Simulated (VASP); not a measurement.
A run of VASP 6.6.1 is set up as follows.

Contents of INCAR:

```
PREC = Accurate ; ENCUT = 600
EDIFF = 1E-6 ; ISMEAR = 0
SIGMA = 0.02 ; LREAL = False
LASPH = True ; NELM = 120
ALGO = Normal ; ISIF = 2
LWAVE = False ; LCHARG = False
GGA = PE ; NBANDS = 16
GGA_COMPAT = False
```

The input KPOINTS:

```
Automatic mesh
0
Gamma
  14 14 9
```

POSCAR

```
AlN
1.0
    3.3143025145      0.0000000000      0.0000000000
   -1.6571512572      2.8702701734      0.0000000000
    0.0000000000      0.0000000000      4.1868595763
Al N
2 2
Direct
    0.3333333333      0.6666666667      0.7500000000
    0.6666666667      0.3333333333      0.2500000000
    0.3333333333      0.6666666667      0.2500000000
    0.6666666667      0.3333333333      0.7500000000
```

Potentials or basis: VASP PAW PBE potentials, release 64 (Al, N).

The run is started by

```sh
$ cat potpaw_PBE.64/Al/POTCAR potpaw_PBE.64/N/POTCAR > POTCAR
$ mpirun -np 1 vasp_std > vasp.out
```

**Question.** Estimate the pressure.

**Answer.** -0.4 GPa.

**Question.** Predict the band gap on the k mesh.

**Answer.** 3.26 eV.

Stress tensor (GPa, compression positive):
```
-0.44  0.00  0.00
 0.00 -0.44  0.00
 0.00  0.00 -0.22
```

A k mesh can miss the band edges.
